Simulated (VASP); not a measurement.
Set up this calculation in VASP 6.6.1, as the native input.

- Task: single point
- Functional: PBE
- Potentials or basis: VASP PAW PBE potentials, release 64 (Co)
- Cutoff: 520 eV
- k mesh: 24 × 24 × 14
- Occupations: gaussian, width 0.1 eV
- Spin: collinear spin, ferromagnetic start
- Starting moments: [1.84, 1.84] μB
- Dipole correction: no
- Further INCAR settings: ALGO = Normal; EDIFF = 1e-06; NBANDS = 20

The structure of Co lies in POSCAR:

```
Co
1.0
    2.4547627600      0.0000000000      0.0000000000
   -1.2273813800      2.1258869105      0.0000000000
    0.0000000000      0.0000000000      4.2757690839
Co
2
Direct
    0.6666666944      0.3333333056      0.2500000000
    0.3333333056      0.6666666944      0.7500000000
```

This cell differs from its parent crystal: uniaxial strain along c: +6.0 %.

The input as run:

INCAR

```
ALGO = Normal ; EDIFF = 1E-6
ENCUT = 520 ; GGA = PE
ISIF = 2 ; ISMEAR = 0
ISPIN = 2 ; LASPH = T
LCHARG = F ; LMAXMIX = 4
LORBIT = 11 ; LREAL = F
LWAVE = F ; MAGMOM = 1.84 1.84
NBANDS = 20 ; NELM = 150
PREC = Accurate ; SIGMA = 0.1
```

KPOINTS

```
k-points
0
Gamma
  24 24 14
```

Potentials or basis: VASP PAW PBE potentials, release 64 (Co).

Run with:

```sh
$ cat potpaw_PBE.64/Co/POTCAR > POTCAR
$ mpirun -np 1 vasp_std > vasp.out
```

Results of the run:

* Pressure: -4.5 GPa
* Net moment: 3.30 μB per cell
* Site moments: Co +1.67 μB
* Valence electrons inside the program's atomic spheres: Co 8.22

Caveat: the cell differs from its parent crystal (uniaxial strain along c: +6.0 %); the stress differs along the axes, from -17 to 2 GPa.

Wall time 6.6 min on 1 thread of Intel(R) Xeon(R) Platinum 8175M CPU @ 2.50GHz (Skylake/Cascade Lake), with other jobs on the host, peak memory 0.38 GiB.
